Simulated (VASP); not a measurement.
# Ge3Pt (R-3m) in VASP: a series of runs

Runs on Ge3Pt. Level: PBE. Tasks: single point, relaxation of cell and atoms.

Everything below comes from runs of VASP 6.6.1. Logs are shortened: lines on timing, memory, paths and dates and some standing lists are left out, and cuts for length are marked.

## (1) The cell of the first run

It takes space group R-3m (No. 166, trigonal). Conventional cell: a = 7.094 Å, b = 7.094 Å, c = 9.414 Å, α = 90.00°, β = 90.00°, γ = 120.00°. Ge (site symmetry m) has 2 Ge at 2.10 Å and 2 Pt at 2.51 to 2.76 Å within 2.8 Å. Within 3.3 Å of Pt (site symmetry 3m) lie 6 Ge at 2.51 to 2.76 Å.

The cell was built from a structure type or drawn by symmetry, and may not be a known phase.

## (2) Single point, PBE

Contents of INCAR:

```
SYSTEM = Ge3Pt
PREC     = Accurate       ! precision mode
ENCUT    = 520            ! plane-wave cutoff, eV
EDIFF    = 1E-7           ! SCF threshold, eV
ISMEAR   = 0              ! smearing method
SIGMA    = 0.1            ! smearing width, eV
LREAL    = .FALSE.        ! projectors in reciprocal space
LASPH    = .TRUE.         ! aspherical terms in the spheres
NELM     = 60             ! most SCF steps
ALGO     = Normal         ! electronic algorithm
ISIF     = 2              ! what is computed and relaxed
LWAVE    = .FALSE.        ! write WAVECAR
LCHARG   = .TRUE.         ! write CHGCAR
GGA      = PE             ! functional
LELF     = .TRUE.         ! ELF
LVHAR    = .TRUE.       
NBANDS   = 62             ! bands
```

Contents of KPOINTS:

```
Automatic mesh
0
G
  3 3 3
  0 0 0
```

Contents of POSCAR:

```
Ge3Pt
1.0
    3.5472181100      2.0479873300      3.1381619400
   -3.5472181100      2.0479873300      3.1381619400
    0.0000000000     -4.0959746600      3.1381619400
Ge Pt
6 2
Direct
    0.7962999900      0.2414000000      0.7962999900
    0.7962999900      0.7962999900      0.2414000000
    0.2414000000      0.7962999900      0.7962999900
    0.2037000100      0.7586000000      0.2037000100
    0.7586000000      0.2037000100      0.2037000100
    0.2037000100      0.2037000100      0.7586000000
    0.2755000000      0.2755000000      0.2755000000
    0.7245000000      0.7245000000      0.7245000000
```

Potentials or basis: VASP PAW PBE potentials, release 64 (Ge_d, Pt).

Started as:

```sh
$ cat potpaw_PBE.64/Ge_d/POTCAR potpaw_PBE.64/Pt/POTCAR > POTCAR
$ mpirun -np 1 vasp_std > vasp.out
```

OUTCAR:

```text
SYSTEM = Ge3Pt
   PREC = Accurate
   ENCUT = 520
   EDIFF = 1E-7
   ISMEAR = 0
   LREAL = .FALSE.
   LASPH = .TRUE.
   NELM = 60
   ISIF = 2
   GGA = PE

 ion  position               nearest neighbor table
   1  0.796  0.241  0.796-   5 2.10   6 2.10   8 2.51   8 2.76
   2  0.796  0.796  0.241-   4 2.10   5 2.10   8 2.51   8 2.76
   3  0.241  0.796  0.796-   4 2.10   6 2.10   8 2.51   8 2.76
   4  0.204  0.759  0.204-   3 2.10   2 2.10   7 2.51   7 2.76
   5  0.759  0.204  0.204-   1 2.10   2 2.10   7 2.51   7 2.76
   6  0.204  0.204  0.759-   1 2.10   3 2.10   7 2.51   7 2.76
   7  0.276  0.276  0.276-   6 2.51   5 2.51   4 2.51   6 2.76   4 2.76   5 2.76
   8  0.724  0.724  0.724-   2 2.51   1 2.51   3 2.51   2 2.76   3 2.76   1 2.76

  LATTYP: Found a trigonal (rhomboedric) cell.
 ALAT       =     5.1599485255
 COS(alpha) =     0.0548188685

  Lattice vectors:

 A1 = (   3.5472181100,   2.0479873300,   3.1381619400)
 A2 = (  -3.5472181100,   2.0479873300,   3.1381619400)
 A3 = (   0.0000000000,  -4.0959746600,   3.1381619400)

Analysis of symmetry for initial positions (statically):
=====================================================================
 Subroutine PRICEL returns:
 Original cell was already a primitive cell.

 Routine SETGRP: Setting up the symmetry group for a
 trigonal (rhombohedral) supercell.

 Subroutine GETGRP returns: Found 12 space group operations
 (whereof 12 operations were pure point group operations)
 out of a pool of 12 trial point group operations.

The static configuration has the point symmetry D_3d.

Analysis of symmetry for dynamics (positions and initial velocities):
=====================================================================
 Subroutine PRICEL returns:
 Original cell was already a primitive cell.

 Routine SETGRP: Setting up the symmetry group for a
 trigonal (rhombohedral) supercell.

 Subroutine GETGRP returns: Found 12 space group operations
 (whereof 12 operations were pure point group operations)
 out of a pool of 12 trial point group operations.

The dynamic configuration has the point symmetry D_3d.

 Subroutine INISYM returns: Found 12 space group operations
 (whereof 12 operations are pure point group operations),
 and found     1 'primitive' translations

----------------------------------------------------------------------------------------

                                     Primitive cell

  volume of cell :     136.7860

  direct lattice vectors                    reciprocal lattice vectors
     3.547218110  2.047987330  3.138161940     0.140955528  0.081380712  0.106219290
    -3.547218110  2.047987330  3.138161940    -0.140955528  0.081380712  0.106219290
     0.000000000 -4.095974660  3.138161940     0.000000000 -0.162761424  0.106219290

  length of vectors
     5.159948525  5.159948525  5.159948525     0.194354878  0.194354878  0.194354878

  position of ions in fractional coordinates (direct lattice)
     0.796299990  0.241400000  0.796299990
     0.796299990  0.796299990  0.241400000
     0.241400000  0.796299990  0.796299990
     0.203700010  0.758600000  0.203700010
     0.758600000  0.203700010  0.203700010
     0.203700010  0.203700010  0.758600000
     0.275500000  0.275500000  0.275500000
     0.724500000  0.724500000  0.724500000

  ion indices of the primitive-cell ions
   primitive index   ion index
                 1           1
                 2           2
                 3           3
                 4           4
                 5           5
                 6           6
                 7           7
                 8           8

----------------------------------------------------------------------------------------

 KPOINTS: Automatic mesh

Automatic generation of k-mesh.
 Grid dimensions read from file:
 generate k-points for:    3    3    3

 Generating k-lattice:

  Cartesian coordinates                     Fractional coordinates (reciprocal lattice)
     0.046985176  0.027126904  0.035406430     0.333333333  0.000000000 -0.000000000
    -0.046985176  0.027126904  0.035406430     0.000000000  0.333333333 -0.000000000
     0.000000000 -0.054253808  0.035406430    -0.000000000 -0.000000000  0.333333333

  Length of vectors
     0.064784959  0.064784959  0.064784959

  Shift w.r.t. Gamma in fractional coordinates (k-lattice)
     0.000000000  0.000000000  0.000000000

 Subroutine IBZKPT returns following result:
 ===========================================

 Found      6 irreducible k-points:

 Following reciprocal coordinates:
            Coordinates               Weight
  0.000000  0.000000  0.000000      1.000000
  0.333333 -0.000000 -0.000000      6.000000
  0.333333  0.333333 -0.000000      6.000000
 -0.333333  0.333333  0.000000      6.000000
  0.333333  0.333333  0.333333      2.000000
 -0.333333  0.333333  0.333333      6.000000
   k-points           NKPTS =      6   k-points in BZ     NKDIM =      6   number of bands    NBANDS=     62
   number of dos      NEDOS =    301   number of ions     NIONS =      8
   total plane-waves  NPLWV =  64000
   dimension x,y,z NGX =    40 NGY =   40 NGZ =   40
   dimension x,y,z NGXF=    80 NGYF=   80 NGZF=   80
   ions per type =               6   2
   NGX,Y,Z   is equivalent  to a cutoff of  12.89, 12.89, 12.89 a.u.
   NGXF,Y,Z  is equivalent  to a cutoff of  25.77, 25.77, 25.77 a.u.
 SYSTEM =  Ge3Pt
   PREC   = accura    normal or accurate (medium, high low for compatibility)
   ISTART =      0    job   : 0-new  1-cont  2-samecut
   ICHARG =      2    charge: 1-file 2-atom 10-const
   ISPIN  =      1    spin polarized calculation?
   LNONCOLLINEAR =      F non collinear calculations
   LSORBIT =      F    spin-orbit coupling
   LASPH  =      T    aspherical Exc in radial PAW
   ENCUT  =  520.0 eV  38.22 Ry    6.18 a.u.   9.59  9.59  9.59*2*pi/ulx,y,z
   NELM   =     60;   NELMIN=  2; NELMDL= -5     # of ELM steps
   EDIFF  = 0.1E-06   stopping-criterion for ELM
   LREAL  =      F    real-space projection
   EDIFFG = 0.1E-05   stopping-criterion for IOM
   NSW    =      0    number of steps for IOM
   IBRION =     -1    ionic relax: 0-MD 1-quasi-New 2-CG
   NFREE  =      0    steps in history (QN), initial steepest desc. (CG)
   ISIF   =      2    stress and relaxation
   ISYM   =      2    0-nonsym 1-usesym 2-fastsym
   POTIM  = 0.5000    time-step for ionic-motion
   TEBEG  =    0.0;   TEEND  =   0.0 temperature during run
   PSTRESS=    0.0 pullay stress
   NELECT =     104.0000    total number of electrons
   NUPDOWN=      -1.0000    fix difference up-down
   EMIN   =  10.00;   EMAX   =-10.00  energy-range for DOS
   EFERMI =   0.00;   METHOD = LEGACY
   ISMEAR =     0;   SIGMA  =   0.10  broadening in eV -4-tet -1-fermi 0-gaus
   EFERMI_NEDOS =   21; number of points for ismear=-14 and -15
   IALGO  =     38    algorithm
   IMIX   =      4    mixing-type and parameters
     AMIX     =   0.40;   BMIX     =  1.00
     AMIX_MAG =   1.60;   BMIX_MAG =  1.00
  volume/ion in A,a.u.               =      17.10       115.38
  Fermi-wavevector in a.u.,A,eV,Ry     =   1.494188  2.823607 30.376353  2.232599
  Thomas-Fermi vector in A             =   2.606493
   LORBIT       =      0    0 simple, 1 ext, 2 COOP (PROOUT), +10 PAW based schemes
   GGA     = PE    functional components
   LHFCALC =     F    Hartree Fock is set to
   AEXX    =    0.0000 exact exchange contribution
   IVDW    =     0    specifies the selected vdW correction
   LEPSILON=     F    determine dielectric tensor
   LRPA    =     F    only Hartree local field effects (RPA)
 non-spin polarized calculation
 Gauss-broadening in eV      SIGMA  =   0.10
  energy-cutoff  :      520.00
  volume of cell :      136.79
 maximum number of plane-waves:      3699
 NGX is ok and might be reduce to    40
   NGX = 19   NGY = 19   NGZ = 19

 number of electron     103.9999984 magnetization

 Free energy of the ion-electron system (eV)
  ---------------------------------------------------
  ext. energy  EPLUGINS =         0.00000000
  ---------------------------------------------------
  free energy    TOTEN  =       -31.90428702 eV

  energy without entropy =      -31.87453643  energy(sigma->0) =      -31.88941172

 E-fermi :   7.6566     XC(G=0): -11.7993

 val. band max:        7.6425028782   @ k =   0.3333   0.3333  -0.0000
 cond. band min:       7.6652150529   @ k =   0.0000   0.0000   0.0000
 fundamental gap:      0.0227121747
 Fermi energy:         7.6565760512

 k-point     1 :       0.0000    0.0000    0.0000
  band No.  band energies     occupation
      1     -17.4274      2.00000
      2     -17.3436      2.00000
      3     -17.3436      2.00000
      4     -17.1313      2.00000
      5     -17.1313      2.00000
      6     -17.0997      2.00000
[... 54 lines left out ...]
     61      12.5884      0.00000
     62      13.8348      0.00000

 k-point     2 :       0.3333   -0.0000   -0.0000
  band No.  band energies     occupation
      1     -17.4206      2.00000
      2     -17.3432      2.00000
      3     -17.3288      2.00000
      4     -17.1328      2.00000
      5     -17.1216      2.00000
      6     -17.0948      2.00000
[... 54 lines left out ...]
     61      13.6905      0.00000
     62      14.9260      0.00000

 k-point     3 :       0.3333    0.3333   -0.0000
  band No.  band energies     occupation
      1     -17.4127      2.00000
      2     -17.3365      2.00000
      3     -17.3198      2.00000
      4     -17.1276      2.00000
      5     -17.1187      2.00000
      6     -17.0905      2.00000
[... 54 lines left out ...]
     61      14.2786      0.00000
     62      14.3647      0.00000

 k-point     4 :      -0.3333    0.3333    0.0000
  band No.  band energies     occupation
      1     -17.4131      2.00000
      2     -17.3361      2.00000
      3     -17.3204      2.00000
      4     -17.1283      2.00000
      5     -17.1182      2.00000
      6     -17.0902      2.00000
[... 54 lines left out ...]
     61      14.1490      0.00000
     62      14.6975      0.00000

 k-point     5 :       0.3333    0.3333    0.3333
  band No.  band energies     occupation
      1     -17.4035      2.00000
      2     -17.3202      2.00000
      3     -17.3202      2.00000
      4     -17.1190      2.00000
      5     -17.1190      2.00000
      6     -17.0866      2.00000
[... 54 lines left out ...]
     61      13.3262      0.00000
     62      13.7643      0.00000

 k-point     6 :      -0.3333    0.3333    0.3333
  band No.  band energies     occupation
      1     -17.4044      2.00000
      2     -17.3207      2.00000
      3     -17.3198      2.00000
      4     -17.1199      2.00000
      5     -17.1187      2.00000
      6     -17.0858      2.00000
[... 54 lines left out ...]
     61      13.8343      0.00000
     62      13.9929      0.00000

------------------------ aborting loop because EDIFF is reached ----------------------------------------

  FORCE on cell =-STRESS in cart. coord.  units (eV):
  Direction    XX          YY          ZZ          XY          YZ          ZX
  --------------------------------------------------------------------------------------
  -------------------------------------------------------------------------------------
  Total       32.5408298     32.5408298     15.8967220      0.0000000     -0.0000000     -0.0000000
  in kB      381.1513353    381.1513350    186.1985964      0.0000000     -0.0000000     -0.0000000
  external PRESSURE =     316.1670889 kB  Pullay stress =       0.0000000 kB

 VOLUME and BASIS-vectors are now :
 -----------------------------------------------------------------------------
  energy-cutoff  :      520.00
  volume of cell :      136.79
      direct lattice vectors                 reciprocal lattice vectors
     3.547218110  2.047987330  3.138161940     0.140955528  0.081380712  0.106219290
    -3.547218110  2.047987330  3.138161940    -0.140955528  0.081380712  0.106219290
     0.000000000 -4.095974660  3.138161940     0.000000000 -0.162761424  0.106219290

 POSITION                                       TOTAL-FORCE (eV/Angst)
 -----------------------------------------------------------------------------------
      1.96835     -1.13643      5.75539        -4.653158      2.686502     -5.136083
      0.00000      2.27286      5.75539         0.000000     -5.373003     -5.136083
     -1.96835     -1.13643      5.75539         4.653158      2.686502     -5.136083
     -1.96835      1.13643      3.65910         4.653158     -2.686502      5.136083
      1.96835      1.13643      3.65910        -4.653158     -2.686502      5.136083
      0.00000     -2.27286      3.65910         0.000000      5.373003      5.136083
      0.00000      0.00000      2.59369         0.000000      0.000000     -0.769692
      0.00000      0.00000      6.82079         0.000000      0.000000      0.769692
 -----------------------------------------------------------------------------------
    total drift:                               -0.000000     -0.000000     -0.000000

  FREE ENERGIE OF THE ION-ELECTRON SYSTEM (eV)
  ---------------------------------------------------
  free  energy   TOTEN  =       -31.9042870227 eV

  energy  without entropy=      -31.8745364255  energy(sigma->0) =      -31.88941172
```

Wall time 1.8 min (1 thread of Intel Xeon 8259CL, shared host); peak memory 0.26 GiB.

Results:

```yaml
Free_energy: -31.9043 eV
Pressure: 31.6 GPa
Largest_force: 7.433 eV/Å
Band_gap_on_the_k_mesh: zero (bands 52 and 53 overlap by 0.48 eV)
```

Forces in eV/Å, atoms in the order of the input:
```
Ge  -4.653  2.687 -5.136
Ge   0.000 -5.373 -5.136
Ge   4.653  2.687 -5.136
Ge   4.653 -2.687  5.136
Ge  -4.653 -2.687  5.136
Ge   0.000  5.373  5.136
Pt   0.000  0.000 -0.770
Pt   0.000  0.000  0.770
```

Stress tensor (GPa, compression positive):
```
38.12  0.00  0.00
 0.00 38.12  0.00
 0.00  0.00 18.62
```

Levels at points of the mesh, in eV from the Fermi level:
| k point | band 49 | band 50 | band 51 | band 52 | band 53 | band 54 | band 55 | band 56 |
| --- | --- | --- | --- | --- | --- | --- | --- | --- |
| (0.00, 0.00, 0.00) | -0.47 | -0.47 | -0.28 | -0.28 | 0.01 | 0.57 | 0.57 | 1.41 |

Caveat: the k points lie up to 0.41 Å⁻¹ apart; spin-orbit coupling is left out, which moves the levels of the heavy elements; forces of over 1 eV/Å act on the atoms, so gaps and moduli don't describe the material at rest.

## (3) Single point, PBE

This run uses another cell than the first one, of 18.27 Å³/atom.

Contents of INCAR:

```
SYSTEM = Ge3Pt
PREC     = Accurate       ! precision mode
ENCUT    = 520            ! plane-wave cutoff, eV
EDIFF    = 1E-6           ! SCF threshold, eV
ISMEAR   = 0              ! smearing method
SIGMA    = 0.1            ! smearing width, eV
LREAL    = .FALSE.        ! projectors in reciprocal space
LASPH    = .TRUE.         ! aspherical terms in the spheres
NELM     = 100            ! most SCF steps
ALGO     = Normal         ! electronic algorithm
ISIF     = 2              ! what is computed and relaxed
LWAVE    = .FALSE.        ! write WAVECAR
LCHARG   = .FALSE.        ! write CHGCAR
GGA      = PE             ! functional
NBANDS   = 62             ! bands
```

KPOINTS is that of step 2.

Contents of POSCAR:

```
Ge3Pt
1.0
    3.9193354217      2.2628293607      2.7462853341
   -3.9193354217      2.2628293607      2.7462853341
    0.0000000000     -4.5256587215      2.7462853341
Ge Pt
6 2
Direct
    0.7690528562      0.3489368476      0.7690528562
    0.7690528562      0.7690528562      0.3489368476
    0.3489368476      0.7690528562      0.7690528562
    0.2309471438      0.6510631524      0.2309471438
    0.6510631524      0.2309471438      0.2309471438
    0.2309471438      0.2309471438      0.6510631524
    0.1668710514      0.1668710514      0.1668710514
    0.8331289486      0.8331289486      0.8331289486
```

Potentials or basis: VASP PAW PBE potentials, release 64 (Ge_d, Pt).

Started as:

```sh
$ cat potpaw_PBE.64/Ge_d/POTCAR potpaw_PBE.64/Pt/POTCAR > POTCAR
$ mpirun -np 1 vasp_std > vasp.out
```

Run time: 2.1 min. Hardware: 1 thread of Intel Xeon 8259CL, shared host; peak memory 0.26 GiB.

Results (log left out):

- Free energy: -39.1585 eV
- Pressure: 0.2 GPa
- Largest force: 0.036 eV/Å
- Band gap on the k mesh: zero (bands 52 and 53 overlap by 1.27 eV)

Forces in eV/Å, atoms in the order of the input:
```
Ge  -0.023  0.013 -0.024
Ge   0.000 -0.026 -0.024
Ge   0.023  0.013 -0.024
Ge   0.023 -0.013  0.024
Ge  -0.023 -0.013  0.024
Ge   0.000  0.026  0.024
Pt   0.000  0.000 -0.008
Pt   0.000  0.000  0.008
```

Stress tensor (GPa, compression positive):
```
 0.35  0.00  0.00
 0.00  0.35  0.00
 0.00  0.00 -0.02
```

Levels at points of the mesh, in eV from the Fermi level:
| k point | band 48 | band 49 | band 50 | band 51 | band 52 | band 53 | band 54 | band 55 | band 56 | band 57 |
| --- | --- | --- | --- | --- | --- | --- | --- | --- | --- | --- |
| (0.00, 0.00, 0.00) | -2.61 | -2.05 | -2.05 | -1.22 | -1.22 | -0.10 | 0.33 | 0.33 | 1.24 | 1.24 |

Caveat: the k points lie up to 0.40 Å⁻¹ apart, too coarse for converged energies and pressures of a metal; spin-orbit coupling is left out, which moves the levels of the heavy elements.

[end of part 1 of 2]
